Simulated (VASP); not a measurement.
# Ti2MnGeS4 (I-42m) in VASP: single point with r2SCAN

Aim: the single point of Ti2MnGeS4 with r2SCAN.

All numbers are computed with VASP 6.6.1; they aren't measurements. Logs are shortened: lines on timing, memory, paths and dates and some standing lists are left out, and cuts for length are marked.

## (1) The cell of the first run

It takes space group I-42m (No. 121, tetragonal). Conventional cell: a = 5.396 Å, b = 5.396 Å, c = 10.574 Å, α = 90.00°, β = 90.00°, γ = 90.00°. Within 3.2 Å of Mn (site symmetry -42m) lie 4 S at 2.44 Å. Ge (site symmetry -42m) has 4 S at 2.19 Å within 2.9 Å. Ti (site symmetry -4) has 4 S at 2.34 Å within 3.1 Å. S (site symmetry m) has 1 Ge at 2.19 Å and 2 Ti at 2.34 Å and 1 Mn at 2.44 Å within 2.9 Å.

## (2) Single point, r2SCAN

POSCAR

```
Ti2MnGeS4
1.0
    0.0000000000      5.3961254100      0.0000000000
    5.3961254100      0.0000000000      0.0000000000
    2.6980627100      2.6980627100     -5.2870626800
Mn Ge Ti S
1 1 2 4
Direct
    0.0000000000      0.0000000000      0.0000000000
    0.5000000000      0.5000000000      0.0000000000
    0.7500000000      0.2500000000      0.5000000000
    0.2500000000      0.7500000000      0.5000000000
    0.3931000000      0.3931000000      0.7534000000
    0.6069000000      0.1465000000      0.2466000000
    0.8535000000      0.8535000000      0.7534000000
    0.1465000000      0.6069000000      0.2466000000
```

INCAR.step1

```
SYSTEM = Ti2MnGeS4
PREC     = Accurate       ! precision mode
ENCUT    = 520            ! plane-wave cutoff, eV
ISMEAR   = -5             ! smearing method
SIGMA    = 0.1            ! smearing width, eV
LREAL    = .False.        ! projectors in reciprocal space
LASPH    = .True.         ! aspherical terms in the spheres
NELM     = 100            ! most SCF steps
LMAXMIX  = 4              ! l up to which the mixer works
GGA      = PE             ! functional
ALGO     = Normal         ! electronic algorithm
EDIFF    = 1E-4           ! SCF threshold, eV
LWAVE    = .True.         ! write WAVECAR
LCHARG   = .False.        ! write CHGCAR
```

INCAR.step2

```
SYSTEM = Ti2MnGeS4
PREC     = Accurate       ! precision mode
ENCUT    = 520            ! plane-wave cutoff, eV
EDIFF    = 1E-6           ! SCF threshold, eV
ISMEAR   = -5             ! smearing method
SIGMA    = 0.1            ! smearing width, eV
LREAL    = .False.        ! projectors in reciprocal space
LASPH    = .True.         ! aspherical terms in the spheres
NELM     = 100            ! most SCF steps
ALGO     = Normal         ! electronic algorithm
ISIF     = 2              ! what is computed and relaxed
LWAVE    = .False.        ! write WAVECAR
LCHARG   = .False.        ! write CHGCAR
LMAXMIX  = 4              ! l up to which the mixer works
METAGGA  = R2SCAN         ! meta-GGA
LMIXTAU  = .True.       
LORBIT   = 11             ! projections on sites
ISTART   = 1
```

KPOINTS

```
regular mesh
0
Gamma
  5 5 5
  0 0 0
```

Potentials or basis: VASP PAW PBE potentials, release 64 (Mn_pv, Ge_d, Ti_sv, S).

Launch:

```sh
> cat potpaw_PBE.64/Mn_pv/POTCAR potpaw_PBE.64/Ge_d/POTCAR potpaw_PBE.64/Ti_sv/POTCAR potpaw_PBE.64/S/POTCAR > POTCAR
> cp INCAR.step1 INCAR
> mpirun -np 1 vasp_std > vasp.out
> cp INCAR.step2 INCAR
> mpirun -np 1 vasp_std > vasp.out
```

OUTCAR:

```text
SYSTEM = Ti2MnGeS4
   PREC = Accurate
   ENCUT = 520
   EDIFF = 1E-6
   ISMEAR = -5
   LREAL = .False.
   LASPH = .True.
   NELM = 100
   ISIF = 2
   METAGGA = R2SCAN
   LORBIT = 11
   ISTART = 1

 ion  position               nearest neighbor table
   1  0.000  0.000  0.000-   5 2.44   6 2.44   8 2.44   7 2.44
   2  0.500  0.500  0.000-   7 2.19   6 2.19   8 2.19   5 2.19
   3  0.750  0.250  0.500-   8 2.34   7 2.34   5 2.34   6 2.34
   4  0.250  0.750  0.500-   6 2.34   7 2.34   5 2.34   8 2.34
   5  0.393  0.393  0.753-   2 2.19   3 2.34   4 2.34   1 2.44
   6  0.607  0.147  0.247-   2 2.19   4 2.34   3 2.34   1 2.44
   7  0.853  0.853  0.753-   2 2.19   3 2.34   4 2.34   1 2.44
   8  0.147  0.607  0.247-   2 2.19   3 2.34   4 2.34   1 2.44

  LATTYP: Found a body centered tetragonal cell.
 ALAT       =     5.3961254100
 C/A-ratio  =     1.9595773924

  Lattice vectors:

 A1 = (  -2.6980627100,   2.6980627000,   5.2870626800)
 A2 = (   2.6980627000,  -2.6980627100,   5.2870626800)
 A3 = (   2.6980627100,   2.6980627100,  -5.2870626800)

Analysis of symmetry for initial positions (statically):
=====================================================================
 Subroutine PRICEL returns:
 Original cell was already a primitive cell.

 Routine SETGRP: Setting up the symmetry group for a
 body centered tetragonal supercell.

 Subroutine GETGRP returns: Found  8 space group operations
 (whereof  8 operations were pure point group operations)
 out of a pool of 16 trial point group operations.

The static configuration has the point symmetry D_2d.

Analysis of symmetry for dynamics (positions and initial velocities):
=====================================================================
 Subroutine PRICEL returns:
 Original cell was already a primitive cell.

 Routine SETGRP: Setting up the symmetry group for a
 body centered tetragonal supercell.

 Subroutine GETGRP returns: Found  8 space group operations
 (whereof  8 operations were pure point group operations)
 out of a pool of 16 trial point group operations.

The dynamic configuration has the point symmetry D_2d.

 Subroutine INISYM returns: Found  8 space group operations
 (whereof  8 operations are pure point group operations),
 and found     1 'primitive' translations

----------------------------------------------------------------------------------------

                                     Primitive cell

  volume of cell :     153.9496

  direct lattice vectors                    reciprocal lattice vectors
     0.000000000  5.396125410  0.000000000     0.000000000  0.185318154  0.094570470
     5.396125410  0.000000000  0.000000000     0.185318154  0.000000000  0.094570470
     2.698062710  2.698062710 -5.287062680     0.000000000  0.000000000 -0.189140939

  length of vectors
     5.396125410  5.396125410  6.520131636     0.208053820  0.208053820  0.189140939

  position of ions in fractional coordinates (direct lattice)
     0.000000000  0.000000000  0.000000000
     0.500000000  0.500000000  0.000000000
     0.750000000  0.250000000  0.500000000
     0.250000000  0.750000000  0.500000000
     0.393100000  0.393100000  0.753400000
     0.606900000  0.146500000  0.246600000
     0.853500000  0.853500000  0.753400000
     0.146500000  0.606900000  0.246600000

  ion indices of the primitive-cell ions
   primitive index   ion index
                 1           1
                 2           2
                 3           3
                 4           4
                 5           5
                 6           6
                 7           7
                 8           8

----------------------------------------------------------------------------------------

 KPOINTS: regular mesh

Automatic generation of k-mesh.
 Grid dimensions read from file:
 generate k-points for:    5    5    5

 Generating k-lattice:

  Cartesian coordinates                     Fractional coordinates (reciprocal lattice)
     0.000000000  0.037063631  0.018914094     0.200000000  0.000000000  0.000000000
     0.037063631  0.000000000  0.018914094     0.000000000  0.200000000  0.000000000
     0.000000000  0.000000000 -0.037828188     0.000000000  0.000000000  0.200000000

  Length of vectors
     0.041610764  0.041610764  0.037828188

  Shift w.r.t. Gamma in fractional coordinates (k-lattice)
     0.000000000  0.000000000  0.000000000

 TETIRR: Found    161 inequivalent tetrahedra from      750

 Subroutine IBZKPT returns following result:
 ===========================================

 Found     18 irreducible k-points:

 Following reciprocal coordinates:
            Coordinates               Weight
  0.000000  0.000000  0.000000      1.000000
  0.200000  0.000000  0.000000      8.000000
  0.400000  0.000000 -0.000000      8.000000
  0.200000  0.200000  0.000000      8.000000
  0.400000  0.200000 -0.000000     16.000000
 -0.400000  0.200000  0.000000     16.000000
[... 10 lines left out ...]
  0.000000  0.000000  0.400000      2.000000
 -0.200000  0.000000  0.400000      4.000000
   k-points           NKPTS =     18   k-points in BZ     NKDIM =     18   number of bands    NBANDS=     45
   number of dos      NEDOS =    301   number of ions     NIONS =      8
   total plane-waves  NPLWV =  76800
   dimension x,y,z NGX =    40 NGY =   40 NGZ =   48
   dimension x,y,z NGXF=    80 NGYF=   80 NGZF=   96
   ions per type =               1   1   2   4
   NGX,Y,Z   is equivalent  to a cutoff of  12.32, 12.32, 12.24 a.u.
   NGXF,Y,Z  is equivalent  to a cutoff of  24.65, 24.65, 24.48 a.u.
 SYSTEM =  Ti2MnGeS4
   PREC   = accura    normal or accurate (medium, high low for compatibility)
   ISTART =      1    job   : 0-new  1-cont  2-samecut
   ICHARG =      0    charge: 1-file 2-atom 10-const
   ISPIN  =      1    spin polarized calculation?
   LNONCOLLINEAR =      F non collinear calculations
   LSORBIT =      F    spin-orbit coupling
   LASPH  =      T    aspherical Exc in radial PAW
   ENCUT  =  520.0 eV  38.22 Ry    6.18 a.u.  10.03 10.03 12.12*2*pi/ulx,y,z
   NELM   =    100;   NELMIN=  2; NELMDL=  0     # of ELM steps
   EDIFF  = 0.1E-05   stopping-criterion for ELM
   LREAL  =      F    real-space projection
   EDIFFG = 0.1E-04   stopping-criterion for IOM
   NSW    =      0    number of steps for IOM
   IBRION =     -1    ionic relax: 0-MD 1-quasi-New 2-CG
   NFREE  =      0    steps in history (QN), initial steepest desc. (CG)
   ISIF   =      2    stress and relaxation
   ISYM   =      2    0-nonsym 1-usesym 2-fastsym
   POTIM  = 0.5000    time-step for ionic-motion
   TEBEG  =    0.0;   TEEND  =   0.0 temperature during run
   PSTRESS=    0.0 pullay stress
   NELECT =      75.0000    total number of electrons
   NUPDOWN=      -1.0000    fix difference up-down
   EMIN   =  10.00;   EMAX   =-10.00  energy-range for DOS
   EFERMI =   0.00;   METHOD = LEGACY
   ISMEAR =    -5;   SIGMA  =   0.10  broadening in eV -4-tet -1-fermi 0-gaus
   EFERMI_NEDOS =   21; number of points for ismear=-14 and -15
   IALGO  =     38    algorithm
   IMIX   =      4    mixing-type and parameters
     AMIX     =   0.40;   BMIX     =  1.00
     AMIX_MAG =   1.60;   BMIX_MAG =  1.00
  volume/ion in A,a.u.               =      19.24       129.86
  Fermi-wavevector in a.u.,A,eV,Ry     =   1.288158  2.434265 22.576835  1.659351
  Thomas-Fermi vector in A             =   2.420129
   LORBIT       =     11    0 simple, 1 ext, 2 COOP (PROOUT), +10 PAW based schemes
   METAGGA = R2SCAN    functional components
   LHFCALC =     F    Hartree Fock is set to
   AEXX    =    0.0000 exact exchange contribution
   IVDW    =     0    specifies the selected vdW correction
   LEPSILON=     F    determine dielectric tensor
   LRPA    =     F    only Hartree local field effects (RPA)
 non-spin polarized calculation
 Fermi weights with tetrahedron method with Bloechl corrections
  energy-cutoff  :      520.00
  volume of cell :      153.95
 maximum number of plane-waves:      4158
   NGX = 21   NGY = 21   NGZ = 25

 number of electron      75.0000007 magnetization

 Free energy of the ion-electron system (eV)
  ---------------------------------------------------
  ext. energy  EPLUGINS =         0.00000000
  ---------------------------------------------------
  free energy    TOTEN  =       -89.09104903 eV

  energy without entropy =      -89.09104903  energy(sigma->0) =      -89.09104903

 E-fermi :   6.7210     XC(G=0): -10.7998

 val. band max:        6.7265296742   @ k =  -0.4000   0.0000   0.2000
 cond. band min:       6.6631342990   @ k =  -0.4000   0.4000   0.0000
 fundamental gap:     -0.0633953752
 Fermi energy:         6.7209571451

 k-point     1 :       0.0000    0.0000    0.0000
  band No.  band energies     occupation
      1     -53.1556      2.00000
      2     -53.1524      2.00000
      3     -42.5278      2.00000
      4     -42.5278      2.00000
      5     -42.4871      2.00000
      6     -28.4837      2.00000
[... 37 lines left out ...]
     44       7.8331      0.00000
     45       8.1222      0.00000

 k-point     2 :       0.2000    0.0000    0.0000
  band No.  band energies     occupation
      1     -53.1553      2.00000
      2     -53.1527      2.00000
      3     -42.5278      2.00000
      4     -42.5278      2.00000
      5     -42.4872      2.00000
      6     -28.4827      2.00000
[... 760 lines left out ...]
 k-point    18 :      -0.2000    0.0000    0.4000
  band No.  band energies     occupation
      1     -53.1553      2.00000
      2     -53.1527      2.00000
      3     -42.5278      2.00000
      4     -42.5278      2.00000
      5     -42.4871      2.00000
      6     -28.4832      2.00000
[... 37 lines left out ...]
     44       8.0958      0.00000
     45       8.1850      0.00000

------------------------ aborting loop because EDIFF is reached ----------------------------------------

  FORCE on cell =-STRESS in cart. coord.  units (eV):
  Direction    XX          YY          ZZ          XY          YZ          ZX
  --------------------------------------------------------------------------------------
  -------------------------------------------------------------------------------------
  Total       -0.3176793     -0.3176793      2.4607238      0.0000000     -0.0000000     -0.0000000
  in kB       -3.3061376     -3.3061376     25.6091356      0.0000000     -0.0000000     -0.0000000
  external PRESSURE =       6.3322868 kB  Pullay stress =       0.0000000 kB

 VOLUME and BASIS-vectors are now :
 -----------------------------------------------------------------------------
  energy-cutoff  :      520.00
  volume of cell :      153.95
      direct lattice vectors                 reciprocal lattice vectors
     0.000000000  5.396125410  0.000000000     0.000000000  0.185318154  0.094570470
     5.396125410  0.000000000  0.000000000     0.185318154  0.000000000  0.094570470
     2.698062710  2.698062710 -5.287062680     0.000000000  0.000000000 -0.189140939

 POSITION                                       TOTAL-FORCE (eV/Angst)
 -----------------------------------------------------------------------------------
      0.00000      0.00000      0.00000        -0.000000      0.000000      0.000000
      2.69806      2.69806      0.00000        -0.000000      0.000000      0.000000
      2.69806      5.39613     -2.64353        -0.000000      0.000000      0.000000
      5.39613      2.69806     -2.64353        -0.000000      0.000000      0.000000
      4.15394      4.15394     -3.98327        -1.662435     -1.662435     -0.123506
      1.45587      3.94025     -1.30379        -1.662435      1.662435      0.123506
      6.63831      6.63831     -3.98327         1.662435      1.662435     -0.123506
      3.94025      1.45587     -1.30379         1.662435     -1.662435      0.123506
 -----------------------------------------------------------------------------------
    total drift:                               -0.000230     -0.000230      0.000059

  FREE ENERGIE OF THE ION-ELECTRON SYSTEM (eV)
  ---------------------------------------------------
  free  energy   TOTEN  =       -89.0910490344 eV

  energy  without entropy=      -89.0910490344  energy(sigma->0) =      -89.09104903

 total charge

# of ion       s       p       d       tot
------------------------------------------
    1        0.208   6.152   5.208  11.568
    2        1.180   1.206  10.193  12.579
    3        2.169   6.130   1.974  10.273
    4        2.169   6.130   1.974  10.273
    5        1.311   2.463   0.000   3.774
    6        1.311   2.463   0.000   3.774
    7        1.311   2.463   0.000   3.774
    8        1.311   2.463   0.000   3.774
--------------------------------------------------
tot         10.972  29.470  19.349  59.791
```

Run time: 7.9 min. Hardware: 1 thread of Intel Xeon Platinum 8488C (Sapphire Rapids), shared host; peak memory 0.37 GiB.

Results:

- Free energy: -89.0910 eV
- Pressure: 0.6 GPa
- Largest force: 2.354 eV/Å
- Band gap on the k mesh: zero (an odd number of electrons rules out a gap without spin polarisation)
- Valence electrons inside the program's atomic spheres: Mn 11.57; Ge 12.58; Ti 10.27; S 3.77

Forces in eV/Å, atoms in the order of the input:
```
Mn   0.000  0.000  0.000
Ge   0.000  0.000  0.000
Ti   0.000  0.000  0.000
Ti   0.000  0.000  0.000
S   -1.662 -1.662 -0.124
S   -1.662  1.662  0.124
S    1.662  1.662 -0.124
S    1.662 -1.662  0.124
```

Levels at points of the mesh, in eV from the Fermi level:
```
           k point  band 35  band 36  band 37  band 38  band 39  band 40
(0.00, 0.00, 0.00)    -0.73    -0.73    -0.49    -0.01     0.67     0.69
```

Caveat: the PAW data sets were made with another functional, which shifts forces and pressure a little; the run has no spin polarisation, though such a crystal can be magnetic; semilocal functionals often make such compounds metallic where correlation or magnetic order opens a gap, which also shifts bond lengths; tetrahedron occupations give inexact forces and stress in metals. With open d or f shells a metallic result of r2SCAN can be an artefact of self-interaction; +U or a hybrid may open a gap.
